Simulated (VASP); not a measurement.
The system is SnS2.

```xyz
3
Lattice="3.6390 0.0000 0.0000 -1.8195 3.1515 0.0000 0.0000 0.0000 5.8680" Properties=species:S:1:pos:R:3 pbc="T T T"
Sn    0.0000    0.0000    0.0000
S     0.0000    2.1010    1.4670
S     1.8195    1.0505    4.4010
```

* Program: VASP 6.6.1
* Task: relaxation of cell and atoms
* Functional: r2SCAN
* Dispersion: D4
* Potentials or basis: VASP PAW PBE potentials, release 64 (Sn_d, S)
* Cutoff: 550 eV
* k mesh: 6 × 6 × 4
* Occupations: gaussian, width 0.01 eV
* Spin: no spin polarisation

At the start: pressure 1.2 GPa; volume 22.43 Å³/atom.

Where does the relaxation end?

Over 8 steps the energy falls by 2.4 meV/atom and the volume is 23.31 Å³/atom (+3.9 %); space group P-3m1 (No. 164, to 0.1 Å) before and after.

The path:
| step | energy change (eV) | largest force (eV/Å) | pressure (GPa) | volume (Å³) |
| --- | --- | --- | --- | --- |
| 1 | 0.0000 | 0.0194 | 1.17 | 67.30 |
| 2 | -0.0021 | 0.2078 | -0.85 | 68.90 |
| 3 | -0.0037 | 0.1338 | -0.06 | 68.25 |
| 4 | -0.0049 | 0.0666 | 0.01 | 68.40 |
| 5 | -0.0051 | 0.0232 | 0.06 | 68.49 |
| 6 | -0.0057 | 0.0199 | 0.05 | 68.63 |
| 7 | -0.0069 | 0.0098 | 0.02 | 69.07 |
| 8 | -0.0073 | 0.0098 | 0.00 | 69.94 |

Final structure:
```cif
data_structure
_symmetry_space_group_name_H-M 'P 1'
_symmetry_Int_Tables_number 1
_cell_length_a 3.6623
_cell_length_b 3.6623
_cell_length_c 6.0210
_cell_angle_alpha 90.000
_cell_angle_beta 90.000
_cell_angle_gamma 120.000
_cell_volume 69.94
loop_
_atom_site_label
_atom_site_type_symbol
_atom_site_fract_x
_atom_site_fract_y
_atom_site_fract_z
_atom_site_occupancy
Sn1 Sn 0.00000 0.00000 0.00000 1
S1 S 0.33333 0.66667 0.24268 1
S2 S 0.66667 0.33333 0.75732 1
```

Caveat: the PAW data sets were made with another functional, which shifts forces and pressure a little.
